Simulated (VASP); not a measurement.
# NaF (Fm-3m) in VASP: notebook

Runs on NaF. Level: PBEsol. Tasks: single point.

All numbers are computed with VASP 6.6.1; they aren't measurements. Logs are shortened: lines on timing, memory, paths and dates and some standing lists are left out, and cuts for length are marked.

## Step 1: The cell of the first run

The structure is cubic, space group Fm-3m (No. 225). The conventional cell has a = 4.183 Å, b = 4.183 Å, c = 4.183 Å, α = 90.00°, β = 90.00°, γ = 90.00°. Na (site symmetry m-3m) has 6 F at 2.09 Å within 2.8 Å. Within 2.8 Å of F (site symmetry m-3m) lie 6 Na at 2.09 Å.

## Step 2: Single point, PBEsol

Contents of INCAR:

```
  PREC = Accurate
  ENCUT = 600
  EDIFF = 1E-6
  ISMEAR = -1
  SIGMA = 0.05
  LREAL = False
  LASPH = True
  NELM = 120
  ALGO = Normal
  ISIF = 2
  LWAVE = False
  LCHARG = False
  GGA = PS
  NBANDS = 14
  GGA_COMPAT = False
```

Contents of KPOINTS:

```
Automatic mesh
0
Gamma
  10 10 10
```

Contents of POSCAR:

```
NaF
1.0
    0.0000000000      2.0914187380      2.0914187380
    2.0914187380      0.0000000000      2.0914187380
    2.0914187380      2.0914187380      0.0000000000
Na F
1 1
Direct
    0.0000000000      0.0000000000      0.0000000000
    0.5000000000      0.5000000000      0.5000000000
```

Potentials or basis: VASP PAW PBE potentials, release 64 (Na_pv, F).

Run with:

```bash
$ cat potpaw_PBE.64/Na_pv/POTCAR potpaw_PBE.64/F/POTCAR > POTCAR
$ mpirun -np 1 vasp_std > vasp.out
```

OUTCAR:

```text
PREC = Accurate
   ENCUT = 600
   EDIFF = 1E-6
   ISMEAR = -1
   LREAL = False
   LASPH = True
   NELM = 120
   ISIF = 2
   GGA = PS

 ion  position               nearest neighbor table
   1  0.000  0.000  0.000-   2 2.09   2 2.09   2 2.09   2 2.09   2 2.09   2 2.09
   2  0.500  0.500  0.500-   1 2.09   1 2.09   1 2.09   1 2.09   1 2.09   1 2.09

  LATTYP: Found a face centered cubic cell.
 ALAT       =     4.1828374760

  Lattice vectors:

 A1 = (   0.0000000000,   2.0914187380,   2.0914187380)
 A2 = (   2.0914187380,   0.0000000000,   2.0914187380)
 A3 = (   2.0914187380,   2.0914187380,   0.0000000000)

Analysis of symmetry for initial positions (statically):
=====================================================================
 Subroutine PRICEL returns:
 Original cell was already a primitive cell.

 Routine SETGRP: Setting up the symmetry group for a
 face centered cubic supercell.

 Subroutine GETGRP returns: Found 48 space group operations
 (whereof 48 operations were pure point group operations)
 out of a pool of 48 trial point group operations.

The static configuration has the point symmetry O_h .

Analysis of symmetry for dynamics (positions and initial velocities):
=====================================================================
 Subroutine PRICEL returns:
 Original cell was already a primitive cell.

 Routine SETGRP: Setting up the symmetry group for a
 face centered cubic supercell.

 Subroutine GETGRP returns: Found 48 space group operations
 (whereof 48 operations were pure point group operations)
 out of a pool of 48 trial point group operations.

The dynamic configuration has the point symmetry O_h .

 Subroutine INISYM returns: Found 48 space group operations
 (whereof 48 operations are pure point group operations),
 and found     1 'primitive' translations

----------------------------------------------------------------------------------------

                                     Primitive cell

  volume of cell :      18.2959

  direct lattice vectors                    reciprocal lattice vectors
     0.000000000  2.091418738  2.091418738    -0.239072162  0.239072162  0.239072162
     2.091418738  0.000000000  2.091418738     0.239072162 -0.239072162  0.239072162
     2.091418738  2.091418738  0.000000000     0.239072162  0.239072162 -0.239072162

  length of vectors
     2.957712744  2.957712744  2.957712744     0.414085132  0.414085132  0.414085132

  position of ions in fractional coordinates (direct lattice)
     0.000000000  0.000000000  0.000000000
     0.500000000  0.500000000  0.500000000

  ion indices of the primitive-cell ions
   primitive index   ion index
                 1           1
                 2           2

----------------------------------------------------------------------------------------

 KPOINTS: Automatic mesh

Automatic generation of k-mesh.
 Grid dimensions read from file:
 generate k-points for:   10   10   10

 Generating k-lattice:

  Cartesian coordinates                     Fractional coordinates (reciprocal lattice)
    -0.023907216  0.023907216  0.023907216     0.100000000  0.000000000  0.000000000
     0.023907216 -0.023907216  0.023907216     0.000000000  0.100000000  0.000000000
     0.023907216  0.023907216 -0.023907216     0.000000000  0.000000000  0.100000000

  Length of vectors
     0.041408513  0.041408513  0.041408513

  Shift w.r.t. Gamma in fractional coordinates (k-lattice)
     0.000000000  0.000000000  0.000000000

 Subroutine IBZKPT returns following result:
 ===========================================

 Found     47 irreducible k-points:

 Following reciprocal coordinates:
            Coordinates               Weight
  0.000000  0.000000  0.000000      1.000000
  0.100000  0.000000  0.000000      8.000000
  0.200000  0.000000  0.000000      8.000000
  0.300000  0.000000  0.000000      8.000000
  0.400000  0.000000  0.000000      8.000000
  0.500000  0.000000  0.000000      4.000000
[... 16 lines left out ...]
  0.300000  0.300000  0.000000      6.000000
  0.400000  0.300000  0.000000     24.000000
 [... further k-points ...]
   k-points           NKPTS =     47   k-points in BZ     NKDIM =     47   number of bands    NBANDS=     14
   number of dos      NEDOS =    301   number of ions     NIONS =      2
   total plane-waves  NPLWV =  13824
   dimension x,y,z NGX =    24 NGY =   24 NGZ =   24
   dimension x,y,z NGXF=    48 NGYF=   48 NGZF=   48
   ions per type =               1   1
   NGX,Y,Z   is equivalent  to a cutoff of  13.49, 13.49, 13.49 a.u.
   NGXF,Y,Z  is equivalent  to a cutoff of  26.98, 26.98, 26.98 a.u.
 SYSTEM =  unknown system
   PREC   = accura    normal or accurate (medium, high low for compatibility)
   ISTART =      0    job   : 0-new  1-cont  2-samecut
   ICHARG =      2    charge: 1-file 2-atom 10-const
   ISPIN  =      1    spin polarized calculation?
   LNONCOLLINEAR =      F non collinear calculations
   LSORBIT =      F    spin-orbit coupling
   LASPH  =      T    aspherical Exc in radial PAW
   ENCUT  =  600.0 eV  44.10 Ry    6.64 a.u.   5.91  5.91  5.91*2*pi/ulx,y,z
   NELM   =    120;   NELMIN=  2; NELMDL= -5     # of ELM steps
   EDIFF  = 0.1E-05   stopping-criterion for ELM
   LREAL  =      F    real-space projection
   EDIFFG = 0.1E-04   stopping-criterion for IOM
   NSW    =      0    number of steps for IOM
   IBRION =     -1    ionic relax: 0-MD 1-quasi-New 2-CG
   NFREE  =      0    steps in history (QN), initial steepest desc. (CG)
   ISIF   =      2    stress and relaxation
   ISYM   =      2    0-nonsym 1-usesym 2-fastsym
   POTIM  = 0.5000    time-step for ionic-motion
   TEBEG  =    0.0;   TEEND  =   0.0 temperature during run
   PSTRESS=    0.0 pullay stress
   NELECT =      14.0000    total number of electrons
   NUPDOWN=      -1.0000    fix difference up-down
   EMIN   =  10.00;   EMAX   =-10.00  energy-range for DOS
   EFERMI =   0.00;   METHOD = LEGACY
   ISMEAR =    -1;   SIGMA  =   0.05  broadening in eV -4-tet -1-fermi 0-gaus
   EFERMI_NEDOS =   21; number of points for ismear=-14 and -15
   IALGO  =     38    algorithm
   IMIX   =      4    mixing-type and parameters
     AMIX     =   0.40;   BMIX     =  1.00
     AMIX_MAG =   1.60;   BMIX_MAG =  1.00
  volume/ion in A,a.u.               =       9.15        61.73
  Fermi-wavevector in a.u.,A,eV,Ry     =   1.497384  2.829645 30.506422  2.242159
  Thomas-Fermi vector in A             =   2.609279
   LORBIT       =      0    0 simple, 1 ext, 2 COOP (PROOUT), +10 PAW based schemes
   GGA     = PS    functional components
   LHFCALC =     F    Hartree Fock is set to
   AEXX    =    0.0000 exact exchange contribution
   IVDW    =     0    specifies the selected vdW correction
   LEPSILON=     F    determine dielectric tensor
   LRPA    =     F    only Hartree local field effects (RPA)
 non-spin polarized calculation
  energy-cutoff  :      600.00
  volume of cell :       18.30
 maximum number of plane-waves:       620
   NGX = 11   NGY = 11   NGZ = 11

 number of electron      14.0000017 magnetization

 Free energy of the ion-electron system (eV)
  ---------------------------------------------------
  ext. energy  EPLUGINS =         0.00000000
  ---------------------------------------------------
  free energy    TOTEN  =        -8.28989579 eV

  energy without entropy =       -8.28989579  energy(sigma->0) =       -8.28989579

 E-fermi :   0.5798     XC(G=0): -10.9709

 val. band max:       -0.4901593287   @ k =   0.0000   0.0000   0.0000
 cond. band min:       7.6354761937   @ k =   0.0000   0.0000   0.0000
 fundamental gap:      8.1256355224
 Fermi energy:         0.5798494920

 k-point     1 :       0.0000    0.0000    0.0000
  band No.  band energies     occupation
      1     -20.2398      2.00000
      2     -18.4909      2.00000
      3     -18.4909      2.00000
      4     -18.4909      2.00000
      5      -0.4902      2.00000
      6      -0.4902      2.00000
      7      -0.4902      2.00000
      8       7.6355      0.00000
      9      20.4859      0.00000
     10      20.4859      0.00000
     11      20.4859      0.00000
     12      23.8848      0.00000
     13      26.6539      0.00000
     14      26.6539      0.00000

 k-point     2 :       0.1000    0.0000    0.0000
  band No.  band energies     occupation
      1     -20.3267      2.00000
      2     -18.4933      2.00000
      3     -18.4933      2.00000
      4     -18.3756      2.00000
      5      -0.7850      2.00000
      6      -0.5374      2.00000
      7      -0.5374      2.00000
      8       8.0751      0.00000
      9      19.0369      0.00000
     10      20.7334      0.00000
     11      20.7334      0.00000
     12      25.7946      0.00000
     13      26.4244      0.00000
     14      26.4244      0.00000

 k-point     3 :       0.2000    0.0000    0.0000
  band No.  band energies     occupation
      1     -20.5166      2.00000
      2     -18.4994      2.00000
      3     -18.4994      2.00000
      4     -18.1099      2.00000
      5      -1.4694      2.00000
      6      -0.6593      2.00000
      7      -0.6593      2.00000
      8       9.1693      0.00000
      9      17.1908      0.00000
     10      21.3994      0.00000
     11      21.3994      0.00000
     12      26.0031      0.00000
     13      26.0031      0.00000
     14      28.2672      0.00000
[... 324 lines left out ...]
 k-point    23 :       0.3000    0.3000    0.0000
  band No.  band energies     occupation
      1     -20.3455      2.00000
      2     -18.5887      2.00000
      3     -18.5887      2.00000
      4     -18.1832      2.00000
      5      -2.0944      2.00000
      6      -0.8866      2.00000
      7      -0.8866      2.00000
      8      11.4890      0.00000
      9      14.8170      0.00000
     10      20.8489      0.00000
     11      22.5500      0.00000
     12      22.5500      0.00000
     13      29.4312      0.00000
     14      30.9788      0.00000

 k-point    24 :       0.4000    0.3000    0.0000
  band No.  band energies     occupation
      1     -20.2648      2.00000
      2     -18.6299      2.00000
      3     -18.6031      2.00000
      4     -18.2427      2.00000
      5      -2.2290      2.00000
      6      -1.0542      2.00000
      7      -0.9669      2.00000
      8      12.6002      0.00000
      9      14.3186      0.00000
     10      19.6217      0.00000
     11      22.8863      0.00000
     12      22.9651      0.00000
     13      30.0429      0.00000
     14      30.5136      0.00000

 [... further k-points ...]

------------------------ aborting loop because EDIFF is reached ----------------------------------------

  FORCE on cell =-STRESS in cart. coord.  units (eV):
  Direction    XX          YY          ZZ          XY          YZ          ZX
  --------------------------------------------------------------------------------------
  -------------------------------------------------------------------------------------
  Total        3.5095259      3.5095259      3.5095259     -0.0000000      0.0000000     -0.0000000
  in kB      307.3307768    307.3307768    307.3307768     -0.0000000      0.0000000     -0.0000000
  external PRESSURE =     307.3307768 kB  Pullay stress =       0.0000000 kB

 VOLUME and BASIS-vectors are now :
 -----------------------------------------------------------------------------
  energy-cutoff  :      600.00
  volume of cell :       18.30
      direct lattice vectors                 reciprocal lattice vectors
     0.000000000  2.091418738  2.091418738    -0.239072162  0.239072162  0.239072162
     2.091418738  0.000000000  2.091418738     0.239072162 -0.239072162  0.239072162
     2.091418738  2.091418738  0.000000000     0.239072162  0.239072162 -0.239072162

 POSITION                                       TOTAL-FORCE (eV/Angst)
 -----------------------------------------------------------------------------------
      0.00000      0.00000      0.00000        -0.000000      0.000000     -0.000000
      2.09142      2.09142      2.09142         0.000000     -0.000000      0.000000
 -----------------------------------------------------------------------------------
    total drift:                                0.000000     -0.000000      0.000000

  FREE ENERGIE OF THE ION-ELECTRON SYSTEM (eV)
  ---------------------------------------------------
  free  energy   TOTEN  =        -8.2898957880 eV

  energy  without entropy=       -8.2898957879  energy(sigma->0) =       -8.28989579
```

It took 16 s on 1 thread of Intel Xeon 8259CL, shared host; peak memory 0.14 GiB.

Results:

```
Free energy            : -8.2899 eV
Pressure               : 30.7 GPa
Band gap on the k mesh : 8.13 eV
```

Levels at points of the mesh, in eV from the valence-band top:
```
           k point  band 4  band 5  band 6  band 7  band 8  band 9  band 10  band 11
(0.00, 0.00, 0.00)  -18.00    0.00    0.00    0.00    8.13   20.98    20.98    20.98
(0.50, 0.00, 0.00)  -17.04   -2.44   -0.48   -0.48   12.62   15.13    23.46    23.46
(0.50, 0.50, 0.00)  -18.15   -1.81   -0.57   -0.57   13.96   15.76    16.89    24.01
```

Caveat: the cell stands under pressure; the PAW data sets were made with another functional, which shifts forces and pressure a little. A k mesh can miss the band edges.

## Step 3: Single point, PBEsol

This run uses another cell than the first one, of 9.78 Å³/atom.

Contents of INCAR:

```
  ALGO = Normal
  EDIFF = 1E-6
  ENCUT = 600
  GGA = PS
  GGA_COMPAT = False
  ISIF = 2
  ISMEAR = -1
  LASPH = True
  LCHARG = False
  LREAL = False
  LWAVE = False
  NBANDS = 14
  NELM = 120
  PREC = Accurate
  SIGMA = 0.05
```

Contents of KPOINTS:

```
k-points
0
Gamma
  10 10 10
```

Contents of POSCAR:

```
NaF
1.0
    0.0000000000      2.1385437395      2.1385437395
    2.1385437395      0.0000000000      2.1385437395
    2.1385437395      2.1385437395      0.0000000000
Na F
1 1
Direct
    0.0000000000      0.0000000000      0.0000000000
    0.5000000000      0.5000000000      0.5000000000
```

Potentials or basis: VASP PAW PBE potentials, release 64 (Na_pv, F).

Run with:

```bash
$ cat potpaw_PBE.64/Na_pv/POTCAR potpaw_PBE.64/F/POTCAR > POTCAR
$ mpirun -np 1 vasp_std > vasp.out
```

Run time: 19 s. Hardware: 1 thread of Intel Xeon 8259CL, shared host; peak memory 0.14 GiB.

The run converged. Its results:

| Item | Value |
| --- | --- |
| Free energy | -8.4935 eV |
| Pressure | 20.4 GPa |
| Band gap on the k mesh | 7.63 eV |

Levels at points of the mesh, in eV from the valence-band top:
| k point | band 3 | band 4 | band 5 | band 6 | band 7 | band 8 | band 9 | band 10 | band 11 | band 12 |
| --- | --- | --- | --- | --- | --- | --- | --- | --- | --- | --- |
| (0.00, 0.00, 0.00) | -18.14 | -18.14 | 0.00 | 0.00 | 0.00 | 7.63 | 20.52 | 20.52 | 20.52 | 23.75 |
| (0.50, 0.00, 0.00) | -18.16 | -17.27 | -2.24 | -0.42 | -0.42 | 12.15 | 14.48 | 22.67 | 22.67 | 25.79 |
| (0.50, 0.50, 0.00) | -18.26 | -18.26 | -1.69 | -0.53 | -0.53 | 13.80 | 15.10 | 16.09 | 22.98 | 22.98 |

Caveat: the cell stands under pressure; the PAW data sets were made with another functional, which shifts forces and pressure a little. A hybrid or GW would open this gap; PBEsol tends to underestimate it.
